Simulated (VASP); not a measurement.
Here is a VASP 6.6.1 calculation.

Contents of INCAR:

```
SYSTEM = InP
ALGO     = Normal         ! electronic algorithm
EDIFF    = 1E-7           ! SCF threshold, eV
EDIFFG   = -0.01          ! ionic threshold
ENCUT    = 600            ! plane-wave cutoff, eV
GGA      = RE             ! functional
IBRION   = 2              ! ionic algorithm
ISIF     = 3              ! what is computed and relaxed
ISMEAR   = -1             ! smearing method
IVDW     = 12             ! dispersion correction
LASPH    = .TRUE.         ! aspherical terms in the spheres
LCHARG   = .FALSE.        ! write CHGCAR
LREAL    = .FALSE.        ! projectors in reciprocal space
LWAVE    = .FALSE.        ! write WAVECAR
NELM     = 100            ! most SCF steps
NSW      = 60             ! ionic steps
PREC     = Accurate       ! precision mode
SIGMA    = 0.05           ! smearing width, eV
```

File KPOINTS:

```
k-points
0
G
  8 8 8
  0 0 0
```

Contents of POSCAR:

```
InP
1.0
    0.0000000000      2.7688340000      2.7688340000
    2.7688340000      0.0000000000      2.7688340000
    2.7688340000      2.7688340000      0.0000000000
In P
1 1
Direct
    0.0000000000      0.0000000000      0.0000000000
    0.5000000000      0.5000000000      0.5000000000
```

Potentials or basis: VASP PAW PBE potentials, release 64 (In_d, P).

Run with:

```console
$ cat potpaw_PBE.64/In_d/POTCAR potpaw_PBE.64/P/POTCAR > POTCAR
$ mpirun -np 1 vasp_std > vasp.out
```

**Question.** Predict the relaxed volume.

**Answer.** 20.02 Å³/atom.

**Question.** Predict the space group after relaxing (to 0.05 Å).

**Answer.** Fm-3m (No. 225).

**Question.** What does it give for the relaxed cell?

**Answer.** a = 3.840 Å, b = 3.840 Å, c = 3.840 Å, α = 60.00°, β = 60.00°, γ = 60.00°.

**Question.** Estimate the band gap on the k mesh.

**Answer.** Zero (band 9 reaches 8.17 eV, above the bottom of band 10 at 5.46 eV).

Final structure:
```cif
data_structure
_symmetry_space_group_name_H-M 'P 1'
_symmetry_Int_Tables_number 1
_cell_length_a 3.8403
_cell_length_b 3.8403
_cell_length_c 3.8403
_cell_angle_alpha 60.000
_cell_angle_beta 60.000
_cell_angle_gamma 60.000
_cell_volume 40.05
loop_
_atom_site_label
_atom_site_type_symbol
_atom_site_fract_x
_atom_site_fract_y
_atom_site_fract_z
_atom_site_occupancy
In1 In 0.00000 0.00000 0.00000 1
P1 P 0.50000 0.50000 0.50000 1
```

Caveat: the PAW data sets were made with another functional, which shifts forces and pressure a little; spin-orbit coupling is left out, which moves the levels of the heavy elements; pairwise dispersion overbinds metals, which lowers pressure and volume.
